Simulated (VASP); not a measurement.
Input of a VASP 6.6.1 run:

INCAR

```
PREC     = Accurate       # precision mode
ENCUT    = 500            # plane-wave cutoff, eV
EDIFF    = 1E-7           # SCF threshold, eV
ISMEAR   = 1              # smearing method
SIGMA    = 0.2            # smearing width, eV
LREAL    = False          # projectors in reciprocal space
LASPH    = True           # aspherical terms in the spheres
NELM     = 120            # most SCF steps
ALGO     = Normal         # electronic algorithm
ISIF     = 3              # what is computed and relaxed
LWAVE    = False          # write WAVECAR
LCHARG   = False          # write CHGCAR
GGA      = PE             # functional
IBRION   = 2              # ionic algorithm
NSW      = 100            # ionic steps
EDIFFG   = -0.002         # ionic threshold
GGA_COMPAT= False        
NELMIN   = 4
```

KPOINTS

```
Automatic mesh
0
Gamma
  18 18 18
```

File POSCAR:

```
Au
1.0
    0.0000000000      2.0830626651      2.0830626651
    2.0830626651      0.0000000000      2.0830626651
    2.0830626651      2.0830626651      0.0000000000
Au
1
Direct
    0.0000000000      0.0000000000      0.0000000000
```

Potentials or basis: VASP PAW PBE potentials, release 64 (Au).

Run with:

```sh
$ cat potpaw_PBE.64/Au/POTCAR > POTCAR
$ mpirun -np 1 vasp_std > vasp.out
```

Problem. Predict the space group after relaxing (to 0.05 Å).

Solution. Fm-3m (No. 225).

Problem. Estimate the relaxed cell.

Solution. a = 2.938 Å, b = 2.938 Å, c = 2.938 Å, α = 60.00°, β = 60.00°, γ = 60.00°.

Final structure:
```cif
data_structure
_symmetry_space_group_name_H-M 'P 1'
_symmetry_Int_Tables_number 1
_cell_length_a 2.9383
_cell_length_b 2.9383
_cell_length_c 2.9383
_cell_angle_alpha 60.000
_cell_angle_beta 60.000
_cell_angle_gamma 60.000
_cell_volume 17.94
loop_
_atom_site_label
_atom_site_type_symbol
_atom_site_fract_x
_atom_site_fract_y
_atom_site_fract_z
_atom_site_occupancy
Au1 Au 0.00000 0.00000 0.00000 1
```
